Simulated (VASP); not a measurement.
# Mn (Fd-3m) in VASP: a series of runs

Mn is run at these levels: PBE; tasks: single point.

All numbers are computed with VASP 6.6.1; they aren't measurements. Logs are shortened: lines on timing, memory, paths and dates and some standing lists are left out, and cuts for length are marked.

## (1) The cell of the first run

The structure is cubic, space group Fd-3m (No. 227). Conventional cell: a = 5.017 Å, b = 5.017 Å, c = 5.017 Å, α = 90.00°, β = 90.00°, γ = 90.00°. Mn (site symmetry -43m) has 4 Mn at 2.17 Å within 2.9 Å.

This isn't the form of Mn at room conditions, which is a 58-atom cubic cell.

## (2) Single point, PBE

Contents of INCAR:

```
ALGO     = Normal         # electronic algorithm
EDIFF    = 1E-7           # SCF threshold, eV
ENCUT    = 520            # plane-wave cutoff, eV
GGA      = PE             # functional
ISIF     = 2              # what is computed and relaxed
ISMEAR   = -1             # smearing method
LASPH    = T              # aspherical terms in the spheres
LCHARG   = F              # write CHGCAR
LREAL    = F              # projectors in reciprocal space
LWAVE    = F              # write WAVECAR
NBANDS   = 20             # bands
NELM     = 80             # most SCF steps
PREC     = Accurate       # precision mode
SIGMA    = 0.06122561905347299 # smearing width, eV
```

Contents of KPOINTS:

```
k-points
0
Gamma
  19 19 19
```

Contents of POSCAR:

```
Mn
1.0
    0.0000000000      2.5085941875      2.5085941875
    2.5085941875      0.0000000000      2.5085941875
    2.5085941875      2.5085941875      0.0000000000
Mn
2
Direct
    0.0000000000      0.0000000000      0.0000000000
    0.2500000000      0.2500000000      0.2500000000
```

Potentials or basis: VASP PAW PBE potentials, release 64 (Mn_pv).

The run is started by

```sh
> cat potpaw_PBE.64/Mn_pv/POTCAR > POTCAR
> mpirun -np 1 vasp_std > vasp.out
```

OUTCAR:

```text
EDIFF = 1E-7
   ENCUT = 520
   GGA = PE
   ISIF = 2
   ISMEAR = -1
   LASPH = T
   LREAL = F
   NELM = 80
   PREC = Accurate

 ion  position               nearest neighbor table
   1  0.000  0.000  0.000-   2 2.17   2 2.17   2 2.17   2 2.17
   2  0.250  0.250  0.250-   1 2.17   1 2.17   1 2.17   1 2.17

  LATTYP: Found a face centered cubic cell.
 ALAT       =     5.0171883750

  Lattice vectors:

 A1 = (   0.0000000000,   2.5085941875,   2.5085941875)
 A2 = (   2.5085941875,   0.0000000000,   2.5085941875)
 A3 = (   2.5085941875,   2.5085941875,   0.0000000000)

Analysis of symmetry for initial positions (statically):
=====================================================================
 Subroutine PRICEL returns:
 Original cell was already a primitive cell.

 Routine SETGRP: Setting up the symmetry group for a
 face centered cubic supercell.

 Subroutine GETGRP returns: Found 48 space group operations
 (whereof 24 operations were pure point group operations)
 out of a pool of 48 trial point group operations.

The static configuration has the point symmetry T_d .
 The point group associated with its full space group is O_h .

Analysis of symmetry for dynamics (positions and initial velocities):
=====================================================================
 Subroutine PRICEL returns:
 Original cell was already a primitive cell.

 Routine SETGRP: Setting up the symmetry group for a
 face centered cubic supercell.

 Subroutine GETGRP returns: Found 48 space group operations
 (whereof 24 operations were pure point group operations)
 out of a pool of 48 trial point group operations.

The dynamic configuration has the point symmetry T_d .
 The point group associated with its full space group is O_h .

 Subroutine INISYM returns: Found 48 space group operations
 (whereof 24 operations are pure point group operations),
 and found     1 'primitive' translations

----------------------------------------------------------------------------------------

                                     Primitive cell

  volume of cell :      31.5734

  direct lattice vectors                    reciprocal lattice vectors
     0.000000000  2.508594187  2.508594187    -0.199314820  0.199314820  0.199314820
     2.508594187  0.000000000  2.508594187     0.199314820 -0.199314820  0.199314820
     2.508594187  2.508594187  0.000000000     0.199314820  0.199314820 -0.199314820

[... 78 lines left out ...]
   LNONCOLLINEAR =      F non collinear calculations
   LSORBIT =      F    spin-orbit coupling
   LASPH  =      T    aspherical Exc in radial PAW
   ENCUT  =  520.0 eV  38.22 Ry    6.18 a.u.   6.60  6.60  6.60*2*pi/ulx,y,z
   NELM   =     80;   NELMIN=  2; NELMDL= -5     # of ELM steps
   EDIFF  = 0.1E-06   stopping-criterion for ELM
   LREAL  =      F    real-space projection
   EDIFFG = 0.1E-05   stopping-criterion for IOM
   NSW    =      0    number of steps for IOM
   IBRION =     -1    ionic relax: 0-MD 1-quasi-New 2-CG
   NFREE  =      0    steps in history (QN), initial steepest desc. (CG)
   ISIF   =      2    stress and relaxation
   ISYM   =      2    0-nonsym 1-usesym 2-fastsym
   POTIM  = 0.5000    time-step for ionic-motion
   TEBEG  =    0.0;   TEEND  =   0.0 temperature during run
   PSTRESS=    0.0 pullay stress
   NELECT =      26.0000    total number of electrons
   NUPDOWN=      -1.0000    fix difference up-down
   EMIN   =  10.00;   EMAX   =-10.00  energy-range for DOS
   EFERMI =   0.00;   METHOD = LEGACY
   ISMEAR =    -1;   SIGMA  =   0.06  broadening in eV -4-tet -1-fermi 0-gaus
   EFERMI_NEDOS =   21; number of points for ismear=-14 and -15
   IALGO  =     38    algorithm
   IMIX   =      4    mixing-type and parameters
     AMIX     =   0.40;   BMIX     =  1.00
     AMIX_MAG =   1.60;   BMIX_MAG =  1.00
  volume/ion in A,a.u.               =      15.79       106.53
  Fermi-wavevector in a.u.,A,eV,Ry     =   1.534472  2.899731 32.036322  2.354603
  Thomas-Fermi vector in A             =   2.641395
   LORBIT       =      0    0 simple, 1 ext, 2 COOP (PROOUT), +10 PAW based schemes
   GGA     = PE    functional components
   LHFCALC =     F    Hartree Fock is set to
   AEXX    =    0.0000 exact exchange contribution
   IVDW    =     0    specifies the selected vdW correction
   LEPSILON=     F    determine dielectric tensor
   LRPA    =     F    only Hartree local field effects (RPA)
 non-spin polarized calculation
  energy-cutoff  :      520.00
  volume of cell :       31.57
 maximum number of plane-waves:       877
   NGX = 13   NGY = 13   NGZ = 13

 number of electron      26.0000006 magnetization

 Free energy of the ion-electron system (eV)
  ---------------------------------------------------
  ext. energy  EPLUGINS =         0.00000000
  ---------------------------------------------------
  free energy    TOTEN  =       -15.17315137 eV

  energy without entropy =      -15.15211699  energy(sigma->0) =      -15.16263418

 E-fermi :   5.6405     XC(G=0): -11.4885

 val. band max:        5.6344659105   @ k =  -0.3158   0.3158   0.0000
 cond. band min:       5.6416206176   @ k =  -0.1579   0.0526   0.0000
 fundamental gap:      0.0071547071
 Fermi energy:         5.6405183338

 k-point     1 :       0.0000    0.0000    0.0000
  band No.  band energies     occupation
      1     -42.2111      2.00000
      2     -42.2111      2.00000
      3     -42.2111      2.00000
      4     -41.5681      2.00000
      5     -41.5681      2.00000
      6     -41.5681      2.00000
[... 541 lines left out ...]
     19      16.2294      0.00000
     20      17.8765      0.00000

 [... further k-points ...]

------------------------ aborting loop because EDIFF is reached ----------------------------------------

  FORCE on cell =-STRESS in cart. coord.  units (eV):
  Direction    XX          YY          ZZ          XY          YZ          ZX
  --------------------------------------------------------------------------------------
  -------------------------------------------------------------------------------------
  Total       -0.9629296     -0.9629296     -0.9629296      0.0000000     -0.0000000     -0.0000000
  in kB      -48.8634221    -48.8634221    -48.8634221      0.0000000     -0.0000000     -0.0000000
  external PRESSURE =     -48.8634221 kB  Pullay stress =       0.0000000 kB

 VOLUME and BASIS-vectors are now :
 -----------------------------------------------------------------------------
  energy-cutoff  :      520.00
  volume of cell :       31.57
      direct lattice vectors                 reciprocal lattice vectors
     0.000000000  2.508594187  2.508594187    -0.199314820  0.199314820  0.199314820
     2.508594187  0.000000000  2.508594187     0.199314820 -0.199314820  0.199314820
     2.508594187  2.508594187  0.000000000     0.199314820  0.199314820 -0.199314820

 POSITION                                       TOTAL-FORCE (eV/Angst)
 -----------------------------------------------------------------------------------
      0.00000      0.00000      0.00000         0.000000     -0.000000     -0.000000
      1.25430      1.25430      1.25430        -0.000000      0.000000      0.000000
 -----------------------------------------------------------------------------------
    total drift:                                0.000000      0.000000      0.000000

  FREE ENERGIE OF THE ION-ELECTRON SYSTEM (eV)
  ---------------------------------------------------
  free  energy   TOTEN  =       -15.1731513650 eV

  energy  without entropy=      -15.1521169923  energy(sigma->0) =      -15.16263418
```

OSZICAR:

```text
N       E                     dE             d eps       ncg     rms          rms(c)
DAV:   1     0.267837610401E+03    0.26784E+03   -0.15878E+04  8840   0.166E+03
DAV:   2    -0.619654510543E+01   -0.27403E+03   -0.26588E+03  8860   0.450E+02
DAV:   3    -0.166015629016E+02   -0.10405E+02   -0.10295E+02  9340   0.107E+02
DAV:   4    -0.167426325649E+02   -0.14107E+00   -0.14105E+00  9172   0.121E+01
DAV:   5    -0.167462029214E+02   -0.35704E-02   -0.35703E-02  9324   0.195E+00    0.122E+01
DAV:   6    -0.153408628756E+02    0.14053E+01   -0.11286E+01  9224   0.377E+01    0.308E+00
DAV:   7    -0.151819114201E+02    0.15895E+00   -0.91159E-01  9112   0.110E+01    0.156E+00
DAV:   8    -0.151731553419E+02    0.87561E-02   -0.18307E-02  9252   0.178E+00    0.172E-01
DAV:   9    -0.151731635603E+02   -0.82184E-05   -0.20544E-03  9204   0.512E-01    0.423E-02
DAV:  10    -0.151731474071E+02    0.16153E-04   -0.38705E-05  9108   0.714E-02    0.106E-02
DAV:  11    -0.151731502678E+02   -0.28607E-05   -0.21521E-06  9384   0.172E-02    0.186E-03
DAV:  12    -0.151731511454E+02   -0.87760E-06   -0.11926E-07  5752   0.430E-03    0.378E-04
DAV:  13    -0.151731513533E+02   -0.20790E-06   -0.15081E-08  4648   0.141E-03    0.817E-05
DAV:  14    -0.151731513650E+02   -0.11729E-07   -0.39685E-09  4524   0.801E-04
   1 F= -.15173151E+02 E0= -.15162634E+02  d E =-.210344E-01
```

stdout:

```text
POSCAR found type information on POSCAR Mn
 POSCAR found :  1 types and       2 ions
 scaLAPACK will be used
 LDA part: xc-table for (Slater+PW92), standard interpolation
 POSCAR, INCAR and KPOINTS ok, starting setup
 FFT: planning ... GRIDC
 FFT: planning ... GRID_SOFT
 FFT: planning ... GRID
 WAVECAR not read
 entering main loop
```

Wall time 1.7 min (1 thread of AMD EPYC 7R13, shared host); peak memory 0.21 GiB.

Results:

```
Free energy            : -15.1732 eV
Pressure               : -4.9 GPa
Band gap on the k mesh : zero (bands 13 and 14 overlap by 0.61 eV)
```

Caveat: the cell stands under tension; the run has no spin polarisation, though such a crystal can be magnetic.

## (3) Single point, PBE

This run uses another cell than the first one, of 16.09 Å³/atom.

Contents of INCAR:

```
PREC = Accurate ; ENCUT = 520
EDIFF = 1E-6 ; ISMEAR = -1
SIGMA = 0.06122561905347299 ; LREAL = F
LASPH = T ; NELM = 80
ALGO = Normal ; ISIF = 2
LWAVE = F ; LCHARG = F
GGA = PE ; NBANDS = 20
```

Contents of KPOINTS:

```
Automatic mesh
0
Gamma
  19 19 19
```

Contents of POSCAR:

```
Mn
1.0
    0.0000000000      2.5245729252      2.5245729252
    2.5245729252      0.0000000000      2.5245729252
    2.5245729252      2.5245729252      0.0000000000
Mn
2
Direct
    0.0000000000      0.0000000000      0.0000000000
    0.2500000000      0.2500000000      0.2500000000
```

Potentials or basis: VASP PAW PBE potentials, release 64 (Mn_pv).

The run is started by

```sh
> cat potpaw_PBE.64/Mn_pv/POTCAR > POTCAR
> mpirun -np 1 vasp_std > vasp.out
```

It took 88 s on 1 thread of AMD EPYC 7R13, shared host; peak memory 0.21 GiB.

The run converged. Its results:

```
Free energy            : -15.1504 eV
Pressure               : -7.2 GPa
Band gap on the k mesh : zero (bands 13 and 14 overlap by 0.60 eV)
```

Levels at points of the mesh, in eV from the Fermi level:
```csv
k point,band 11,band 12,band 13,band 14,band 15,band 16
"(0.00, 0.00, 0.00)",-1.59,-1.59,0.40,0.40,0.40,2.08
```

Caveat: the cell stands under tension; the run has no spin polarisation, though such a crystal can be magnetic. Spin polarisation is off, so any magnetic state and its effect on volume and gap are missing.

## (4) Single point, PBE

This run uses another cell than the first one, of 14.57 Å³/atom.

Contents of INCAR:

```
SYSTEM = Mn
ALGO     = Normal         ! electronic algorithm
EDIFF    = 1E-7           ! SCF threshold, eV
ENCUT    = 520            ! plane-wave cutoff, eV
GGA      = PE             ! functional
ISIF     = 2              ! what is computed and relaxed
ISMEAR   = -1             ! smearing method
LASPH    = .True.         ! aspherical terms in the spheres
LCHARG   = .True.         ! write CHGCAR
LELF     = .True.         ! ELF
LREAL    = .False.        ! projectors in reciprocal space
LVHAR    = .True.       
LWAVE    = .False.        ! write WAVECAR
NBANDS   = 20             ! bands
NELM     = 100            ! most SCF steps
PREC     = Accurate       ! precision mode
SIGMA    = 0.06122561905347299 ! smearing width, eV
```

Contents of KPOINTS:

```
k-points
0
Gamma
  38 38 38
  0 0 0
```

Contents of POSCAR:

```
Mn
1.0
    0.0000000000      2.4425476391      2.4425476391
    2.4425476391      0.0000000000      2.4425476391
    2.4425476391      2.4425476391      0.0000000000
Mn
2
Direct
    0.0000000000      0.0000000000      0.0000000000
    0.2500000000      0.2500000000      0.2500000000
```

Potentials or basis: VASP PAW PBE potentials, release 64 (Mn_pv).

The run is started by

```sh
> cat potpaw_PBE.64/Mn_pv/POTCAR > POTCAR
> mpirun -np 1 vasp_std > vasp.out
```

OUTCAR:

```text
SYSTEM = Mn
   EDIFF = 1E-7
   ENCUT = 520
   GGA = PE
   ISIF = 2
   ISMEAR = -1
   LASPH = .True.
   LREAL = .False.
   NELM = 100
   PREC = Accurate

 ion  position               nearest neighbor table
   1  0.000  0.000  0.000-   2 2.12   2 2.12   2 2.12   2 2.12
   2  0.250  0.250  0.250-   1 2.12   1 2.12   1 2.12   1 2.12

  LATTYP: Found a face centered cubic cell.
 ALAT       =     4.8850952782

  Lattice vectors:

 A1 = (   0.0000000000,   2.4425476391,   2.4425476391)
 A2 = (   2.4425476391,   0.0000000000,   2.4425476391)
 A3 = (   2.4425476391,   2.4425476391,   0.0000000000)

Analysis of symmetry for initial positions (statically):
=====================================================================
 Subroutine PRICEL returns:
 Original cell was already a primitive cell.

 Routine SETGRP: Setting up the symmetry group for a
 face centered cubic supercell.

 Subroutine GETGRP returns: Found 48 space group operations
 (whereof 24 operations were pure point group operations)
 out of a pool of 48 trial point group operations.

The static configuration has the point symmetry T_d .
 The point group associated with its full space group is O_h .

[... 157 lines left out ...]
  free energy    TOTEN  =       -15.16195496 eV

  energy without entropy =      -15.14167382  energy(sigma->0) =      -15.15181439

 E-fermi :   6.4830     XC(G=0): -11.9077

 val. band max:        6.4827198469   @ k =  -0.3947   0.4474   0.0526
 cond. band min:       6.4845510124   @ k =  -0.3947   0.2368   0.0000
 fundamental gap:      0.0018311656
 Fermi energy:         6.4830441322

 k-point     1 :       0.0000    0.0000    0.0000
  band No.  band energies     occupation
      1     -41.4502      2.00000
      2     -41.4502      2.00000
      3     -41.4502      2.00000
      4     -40.6543      2.00000
      5     -40.6543      2.00000
      6     -40.6543      2.00000
[... 541 lines left out ...]
     19      20.0331      0.00000
     20      20.6704      0.00000

 [... further k-points ...]

------------------------ aborting loop because EDIFF is reached ----------------------------------------

  FORCE on cell =-STRESS in cart. coord.  units (eV):
  Direction    XX          YY          ZZ          XY          YZ          ZX
  --------------------------------------------------------------------------------------
  -------------------------------------------------------------------------------------
  Total        1.2894783      1.2894783      1.2894783     -0.0000000     -0.0000000      0.0000000
  in kB       70.8868197     70.8868197     70.8868197     -0.0000000     -0.0000000      0.0000000
  external PRESSURE =      70.8868197 kB  Pullay stress =       0.0000000 kB

 VOLUME and BASIS-vectors are now :
 -----------------------------------------------------------------------------
  energy-cutoff  :      520.00
  volume of cell :       29.14
      direct lattice vectors                 reciprocal lattice vectors
     0.000000000  2.442547639  2.442547639    -0.204704298  0.204704298  0.204704298
     2.442547639  0.000000000  2.442547639     0.204704298 -0.204704298  0.204704298
     2.442547639  2.442547639  0.000000000     0.204704298  0.204704298 -0.204704298

 POSITION                                       TOTAL-FORCE (eV/Angst)
 -----------------------------------------------------------------------------------
      0.00000      0.00000      0.00000         0.000000      0.000000      0.000000
      1.22127      1.22127      1.22127        -0.000000     -0.000000     -0.000000
 -----------------------------------------------------------------------------------
    total drift:                                0.000000      0.000000      0.000000

  FREE ENERGIE OF THE ION-ELECTRON SYSTEM (eV)
  ---------------------------------------------------
  free  energy   TOTEN  =       -15.1619549610 eV

  energy  without entropy=      -15.1416738205  energy(sigma->0) =      -15.15181439
```

stdout:

```text
POSCAR found type information on POSCAR Mn
 POSCAR found :  1 types and       2 ions
 scaLAPACK will be used
 LDA part: xc-table for (Slater+PW92), standard interpolation
 POSCAR, INCAR and KPOINTS ok, starting setup
 FFT: planning ... GRIDC
 FFT: planning ... GRID_SOFT
 FFT: planning ... GRID
 WAVECAR not read
 entering main loop
```

Run time: 6.7 min. Hardware: 1 thread of Intel Xeon Platinum 8559C (Emerald Rapids), shared host; peak memory 0.71 GiB.

What came out:

```yaml
Free_energy: -15.1620 eV
Pressure: 7.1 GPa
Band_gap_on_the_k_mesh: zero (bands 13 and 14 overlap by 0.71 eV)
```

Caveat: the cell stands under pressure; the run has no spin polarisation, though such a crystal can be magnetic.

## (5) The runs side by side

| cell | k mesh | gap on the mesh (eV) | pressure (GPa) |
| --- | --- | --- | --- |
| a = 3.548 Å, angles 60.0°, 2 atoms | 19 × 19 × 19 | none | -4.9 |
| a = 3.570 Å, angles 60.0°, 2 atoms | 19 × 19 × 19 | none | -7.2 |
| a = 3.454 Å, angles 60.0°, 2 atoms | 38 × 38 × 38 | none | 7.1 |

Alike in all rows: task single point; level PBE; potentials or basis VASP PAW PBE potentials, release 64 (Mn_pv); no spin polarisation; cutoff (eV) 520; smearing fermi-dirac 0.0612256 eV.

Caveats: the run has no spin polarisation, though such a crystal can be magnetic; the cell stands under tension (at least some runs); the cell stands under pressure (at least some runs).

Absolute energies hang on the potentials; compare differences alone.
